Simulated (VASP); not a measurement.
# SnTe (Fm-3m) in VASP: single point with PBE

Aim: the single point of SnTe with PBE.

Everything below comes from runs of VASP 6.6.1. Logs are shortened: lines on timing, memory, paths and dates and some standing lists are left out, and cuts for length are marked.

## (1) The cell of the first run

It takes space group Fm-3m (No. 225, cubic). The conventional cell has a = 6.372 Å, b = 6.372 Å, c = 6.372 Å, α = 90.00°, β = 90.00°, γ = 90.00°. Within 4.2 Å of Sn (site symmetry m-3m) lie 6 Te at 3.19 Å. Te (site symmetry m-3m) has 6 Sn at 3.19 Å within 4.2 Å.

## (2) Single point, PBE

File INCAR:

```
SYSTEM = SnTe
ALGO     = Normal         ! electronic algorithm
EDIFF    = 1E-6           ! SCF threshold, eV
ENCUT    = 500            ! plane-wave cutoff, eV
GGA      = PE             ! functional
GGA_COMPAT= .FALSE.      
ISIF     = 2              ! what is computed and relaxed
ISMEAR   = 0              ! smearing method
LASPH    = .TRUE.         ! aspherical terms in the spheres
LCHARG   = .FALSE.        ! write CHGCAR
LREAL    = .FALSE.        ! projectors in reciprocal space
LWAVE    = .FALSE.        ! write WAVECAR
NBANDS   = 17             ! bands
NELM     = 120            ! most SCF steps
PREC     = Accurate       ! precision mode
SIGMA    = 0.1            ! smearing width, eV
```

File KPOINTS:

```
k-points
0
G
  6 6 6
  0 0 0
```

File POSCAR:

```
SnTe
1.0
    0.0000000000      3.1858130000      3.1858130000
    3.1858130000      0.0000000000      3.1858130000
    3.1858130000      3.1858130000      0.0000000000
Sn Te
1 1
Direct
    0.0000000000      0.0000000000      0.0000000000
    0.5000000000      0.5000000000      0.5000000000
```

Potentials or basis: VASP PAW PBE potentials, release 64 (Sn_d, Te).

Launch:

```
cat potpaw_PBE.64/Sn_d/POTCAR potpaw_PBE.64/Te/POTCAR > POTCAR
mpirun -np 1 vasp_std > vasp.out
```

OUTCAR:

```text
SYSTEM = SnTe
   EDIFF = 1E-6
   ENCUT = 500
   GGA = PE
   ISIF = 2
   ISMEAR = 0
   LASPH = .TRUE.
   LREAL = .FALSE.
   NELM = 120
   PREC = Accurate

 ion  position               nearest neighbor table
   1  0.000  0.000  0.000-   2 3.19   2 3.19   2 3.19   2 3.19   2 3.19   2 3.19
   2  0.500  0.500  0.500-   1 3.19   1 3.19   1 3.19   1 3.19   1 3.19   1 3.19

  LATTYP: Found a face centered cubic cell.
 ALAT       =     6.3716260000

  Lattice vectors:

 A1 = (   0.0000000000,   3.1858130000,   3.1858130000)
 A2 = (   3.1858130000,   0.0000000000,   3.1858130000)
 A3 = (   3.1858130000,   3.1858130000,   0.0000000000)

Analysis of symmetry for initial positions (statically):
=====================================================================
 Subroutine PRICEL returns:
 Original cell was already a primitive cell.

 Routine SETGRP: Setting up the symmetry group for a
 face centered cubic supercell.

 Subroutine GETGRP returns: Found 48 space group operations
 (whereof 48 operations were pure point group operations)
 out of a pool of 48 trial point group operations.

The static configuration has the point symmetry O_h .

Analysis of symmetry for dynamics (positions and initial velocities):
=====================================================================
 Subroutine PRICEL returns:
 Original cell was already a primitive cell.

 Routine SETGRP: Setting up the symmetry group for a
 face centered cubic supercell.

 Subroutine GETGRP returns: Found 48 space group operations
 (whereof 48 operations were pure point group operations)
 out of a pool of 48 trial point group operations.

The dynamic configuration has the point symmetry O_h .

 Subroutine INISYM returns: Found 48 space group operations
 (whereof 48 operations are pure point group operations),
 and found     1 'primitive' translations

----------------------------------------------------------------------------------------

                                     Primitive cell

  volume of cell :      64.6682

  direct lattice vectors                    reciprocal lattice vectors
     0.000000000  3.185813000  3.185813000    -0.156945809  0.156945809  0.156945809
     3.185813000  0.000000000  3.185813000     0.156945809 -0.156945809  0.156945809
     3.185813000  3.185813000  0.000000000     0.156945809  0.156945809 -0.156945809

  length of vectors
     4.505419952  4.505419952  4.505419952     0.271838116  0.271838116  0.271838116

  position of ions in fractional coordinates (direct lattice)
     0.000000000  0.000000000  0.000000000
     0.500000000  0.500000000  0.500000000

  ion indices of the primitive-cell ions
   primitive index   ion index
                 1           1
                 2           2

----------------------------------------------------------------------------------------

 KPOINTS: k-points

Automatic generation of k-mesh.
 Grid dimensions read from file:
 generate k-points for:    6    6    6

 Generating k-lattice:

  Cartesian coordinates                     Fractional coordinates (reciprocal lattice)
    -0.026157635  0.026157635  0.026157635     0.166666667  0.000000000  0.000000000
     0.026157635 -0.026157635  0.026157635     0.000000000  0.166666667  0.000000000
     0.026157635  0.026157635 -0.026157635     0.000000000  0.000000000  0.166666667

  Length of vectors
     0.045306353  0.045306353  0.045306353

  Shift w.r.t. Gamma in fractional coordinates (k-lattice)
     0.000000000  0.000000000  0.000000000

 Subroutine IBZKPT returns following result:
 ===========================================

 Found     16 irreducible k-points:

 Following reciprocal coordinates:
            Coordinates               Weight
  0.000000  0.000000  0.000000      1.000000
  0.166667  0.000000  0.000000      8.000000
  0.333333  0.000000  0.000000      8.000000
  0.500000  0.000000  0.000000      4.000000
  0.166667  0.166667  0.000000      6.000000
  0.333333  0.166667  0.000000     24.000000
[... 8 lines left out ...]
 -0.333333  0.333333  0.166667     24.000000
 -0.333333  0.500000  0.166667     12.000000
   k-points           NKPTS =     16   k-points in BZ     NKDIM =     16   number of bands    NBANDS=     17
   number of dos      NEDOS =    301   number of ions     NIONS =      2
   total plane-waves  NPLWV =  46656
   dimension x,y,z NGX =    36 NGY =   36 NGZ =   36
   dimension x,y,z NGXF=    72 NGYF=   72 NGZF=   72
   ions per type =               1   1
   NGX,Y,Z   is equivalent  to a cutoff of  13.28, 13.28, 13.28 a.u.
   NGXF,Y,Z  is equivalent  to a cutoff of  26.57, 26.57, 26.57 a.u.
 SYSTEM =  SnTe
   PREC   = accura    normal or accurate (medium, high low for compatibility)
   ISTART =      0    job   : 0-new  1-cont  2-samecut
   ICHARG =      2    charge: 1-file 2-atom 10-const
   ISPIN  =      1    spin polarized calculation?
   LNONCOLLINEAR =      F non collinear calculations
   LSORBIT =      F    spin-orbit coupling
   LASPH  =      T    aspherical Exc in radial PAW
   ENCUT  =  500.0 eV  36.75 Ry    6.06 a.u.   8.21  8.21  8.21*2*pi/ulx,y,z
   NELM   =    120;   NELMIN=  2; NELMDL= -5     # of ELM steps
   EDIFF  = 0.1E-05   stopping-criterion for ELM
   LREAL  =      F    real-space projection
   EDIFFG = 0.1E-04   stopping-criterion for IOM
   NSW    =      0    number of steps for IOM
   IBRION =     -1    ionic relax: 0-MD 1-quasi-New 2-CG
   NFREE  =      0    steps in history (QN), initial steepest desc. (CG)
   ISIF   =      2    stress and relaxation
   ISYM   =      2    0-nonsym 1-usesym 2-fastsym
   POTIM  = 0.5000    time-step for ionic-motion
   TEBEG  =    0.0;   TEEND  =   0.0 temperature during run
   PSTRESS=    0.0 pullay stress
   NELECT =      20.0000    total number of electrons
   NUPDOWN=      -1.0000    fix difference up-down
   EMIN   =  10.00;   EMAX   =-10.00  energy-range for DOS
   EFERMI =   0.00;   METHOD = LEGACY
   ISMEAR =     0;   SIGMA  =   0.10  broadening in eV -4-tet -1-fermi 0-gaus
   EFERMI_NEDOS =   21; number of points for ismear=-14 and -15
   IALGO  =     38    algorithm
   IMIX   =      4    mixing-type and parameters
     AMIX     =   0.40;   BMIX     =  1.00
     AMIX_MAG =   1.60;   BMIX_MAG =  1.00
  volume/ion in A,a.u.               =      32.33       218.20
  Fermi-wavevector in a.u.,A,eV,Ry     =   1.107103  2.092121 16.676338  1.225676
  Thomas-Fermi vector in A             =   2.243612
   LORBIT       =      0    0 simple, 1 ext, 2 COOP (PROOUT), +10 PAW based schemes
   GGA     = PE    functional components
   LHFCALC =     F    Hartree Fock is set to
   AEXX    =    0.0000 exact exchange contribution
   IVDW    =     0    specifies the selected vdW correction
   LEPSILON=     F    determine dielectric tensor
   LRPA    =     F    only Hartree local field effects (RPA)
 non-spin polarized calculation
 Gauss-broadening in eV      SIGMA  =   0.10
  energy-cutoff  :      500.00
  volume of cell :       64.67
 maximum number of plane-waves:      1676
 NGX is ok and might be reduce to    36
   NGX = 17   NGY = 17   NGZ = 17

 number of electron      20.0000002 magnetization

 Free energy of the ion-electron system (eV)
  ---------------------------------------------------
  ext. energy  EPLUGINS =         0.00000000
  ---------------------------------------------------
  free energy    TOTEN  =        -7.56288460 eV

  energy without entropy =       -7.56079501  energy(sigma->0) =       -7.56183980

 E-fermi :   6.5784     XC(G=0):  -9.3495

 val. band max:        6.5782270687   @ k =   0.5000   0.0000   0.0000
 cond. band min:       6.5784737291   @ k =   0.5000   0.0000   0.0000
 fundamental gap:      0.0002466603
 Fermi energy:         6.5783503944

 k-point     1 :       0.0000    0.0000    0.0000
  band No.  band energies     occupation
      1     -15.3520      2.00000
      2     -15.3520      2.00000
      3     -15.3477      2.00000
      4     -15.3477      2.00000
      5     -15.3477      2.00000
      6      -6.0160      2.00000
[... 9 lines left out ...]
     16      11.3571      0.00000
     17      13.3795      0.00000

 k-point     2 :       0.1667    0.0000    0.0000
  band No.  band energies     occupation
      1     -15.3529      2.00000
      2     -15.3529      2.00000
      3     -15.3473      2.00000
      4     -15.3464      2.00000
      5     -15.3464      2.00000
      6      -5.7964      2.00000
[... 9 lines left out ...]
     16      11.8999      0.00000
     17      14.8795      0.00000

 k-point     3 :       0.3333    0.0000    0.0000
  band No.  band energies     occupation
      1     -15.3552      2.00000
      2     -15.3552      2.00000
      3     -15.3466      2.00000
      4     -15.3432      2.00000
      5     -15.3432      2.00000
      6      -5.2298      2.00000
[... 9 lines left out ...]
     16      13.3850      0.00000
     17      17.0398      0.00000

 k-point     4 :       0.5000    0.0000    0.0000
  band No.  band energies     occupation
      1     -15.3564      2.00000
      2     -15.3564      2.00000
      3     -15.3463      2.00000
      4     -15.3416      2.00000
      5     -15.3416      2.00000
      6      -4.8170      2.00000
[... 9 lines left out ...]
     16      15.3564      0.00000
     17      15.3564      0.00000

 k-point     5 :       0.1667    0.1667    0.0000
  band No.  band energies     occupation
      1     -15.3551      2.00000
      2     -15.3509      2.00000
      3     -15.3485      2.00000
      4     -15.3455      2.00000
      5     -15.3455      2.00000
      6      -5.7250      2.00000
[... 9 lines left out ...]
     16      12.7393      0.00000
     17      13.6927      0.00000

 k-point     6 :       0.3333    0.1667    0.0000
  band No.  band energies     occupation
      1     -15.3578      2.00000
      2     -15.3517      2.00000
      3     -15.3481      2.00000
      4     -15.3434      2.00000
      5     -15.3426      2.00000
      6      -5.2758      2.00000
[... 9 lines left out ...]
     16      14.2060      0.00000
     17      15.5084      0.00000

 k-point     7 :       0.5000    0.1667    0.0000
  band No.  band energies     occupation
      1     -15.3585      2.00000
      2     -15.3540      2.00000
      3     -15.3461      2.00000
      4     -15.3425      2.00000
      5     -15.3410      2.00000
      6      -4.7629      2.00000
[... 9 lines left out ...]
     16      15.4503      0.00000
     17      15.9158      0.00000

 k-point     8 :      -0.3333    0.1667    0.0000
  band No.  band energies     occupation
      1     -15.3565      2.00000
      2     -15.3553      2.00000
      3     -15.3455      2.00000
      4     -15.3426      2.00000
      5     -15.3426      2.00000
      6      -4.8984      2.00000
[... 9 lines left out ...]
     16      14.6207      0.00000
     17      16.2778      0.00000
[... 43 lines left out ...]
      1     -15.3636      2.00000
      2     -15.3498      2.00000
      3     -15.3492      2.00000
      4     -15.3401      2.00000
      5     -15.3394      2.00000
      6      -4.6283      2.00000
[... 9 lines left out ...]
     16      16.0351      0.00000
     17      16.5399      0.00000

 k-point    12 :      -0.3333    0.3333    0.0000
  band No.  band energies     occupation
      1     -15.3606      2.00000
      2     -15.3527      2.00000
      3     -15.3457      2.00000
      4     -15.3422      2.00000
      5     -15.3406      2.00000
      6      -4.5600      2.00000
[... 9 lines left out ...]
     16      14.2084      0.00000
     17      16.3906      0.00000

 k-point    13 :       0.5000    0.5000    0.0000
  band No.  band energies     occupation
      1     -15.3664      2.00000
      2     -15.3510      2.00000
      3     -15.3479      2.00000
      4     -15.3384      2.00000
      5     -15.3384      2.00000
      6      -4.5456      2.00000
[... 9 lines left out ...]
     16      17.0230      0.00000
     17      17.4212      0.00000

 k-point    14 :       0.5000    0.3333    0.1667
  band No.  band energies     occupation
      1     -15.3600      2.00000
      2     -15.3521      2.00000
      3     -15.3474      2.00000
      4     -15.3421      2.00000
      5     -15.3409      2.00000
      6      -4.8376      2.00000
[... 9 lines left out ...]
     16      14.8902      0.00000
     17      15.4897      0.00000

 k-point    15 :      -0.3333    0.3333    0.1667
  band No.  band energies     occupation
      1     -15.3604      2.00000
      2     -15.3529      2.00000
      3     -15.3449      2.00000
      4     -15.3441      2.00000
      5     -15.3396      2.00000
      6      -4.5597      2.00000
[... 9 lines left out ...]
     16      16.3558      0.00000
     17      16.4568      0.00000

 k-point    16 :      -0.3333    0.5000    0.1667
  band No.  band energies     occupation
      1     -15.3632      2.00000
      2     -15.3506      2.00000
      3     -15.3479      2.00000
      4     -15.3416      2.00000
      5     -15.3384      2.00000
      6      -4.4846      2.00000
[... 9 lines left out ...]
     16      16.4855      0.00000
     17      17.6841      0.00000

------------------------ aborting loop because EDIFF is reached ----------------------------------------

  FORCE on cell =-STRESS in cart. coord.  units (eV):
  Direction    XX          YY          ZZ          XY          YZ          ZX
  --------------------------------------------------------------------------------------
  -------------------------------------------------------------------------------------
  Total        0.2761279      0.2761279      0.2761279     -0.0000000     -0.0000000      0.0000000
  in kB        6.8411648      6.8411648      6.8411648     -0.0000000     -0.0000000      0.0000000
  external PRESSURE =       6.8411648 kB  Pullay stress =       0.0000000 kB

 VOLUME and BASIS-vectors are now :
 -----------------------------------------------------------------------------
  energy-cutoff  :      500.00
  volume of cell :       64.67
      direct lattice vectors                 reciprocal lattice vectors
     0.000000000  3.185813000  3.185813000    -0.156945809  0.156945809  0.156945809
     3.185813000  0.000000000  3.185813000     0.156945809 -0.156945809  0.156945809
     3.185813000  3.185813000  0.000000000     0.156945809  0.156945809 -0.156945809

 POSITION                                       TOTAL-FORCE (eV/Angst)
 -----------------------------------------------------------------------------------
      0.00000      0.00000      0.00000         0.000000     -0.000000     -0.000000
      3.18581      3.18581      3.18581         0.000000      0.000000      0.000000
 -----------------------------------------------------------------------------------
    total drift:                               -0.000000      0.000000      0.000000

  FREE ENERGIE OF THE ION-ELECTRON SYSTEM (eV)
  ---------------------------------------------------
  free  energy   TOTEN  =        -7.5628845975 eV

  energy  without entropy=       -7.5607950088  energy(sigma->0) =       -7.56183980
```

It took 21 s on 1 thread of Intel Xeon Platinum 8259CL at 2.50GHz (Skylake/Cascade Lake), shared host; peak memory 0.2 GiB.

What came out:

```yaml
Free_energy: -7.5629 eV
Pressure: 0.7 GPa
Band_gap_on_the_k_mesh: zero (filled and empty bands touch)
```

Caveat: semilocal functionals underestimate gaps, and a narrow one can read as zero; spin-orbit coupling is left out, which moves the levels of the heavy elements.
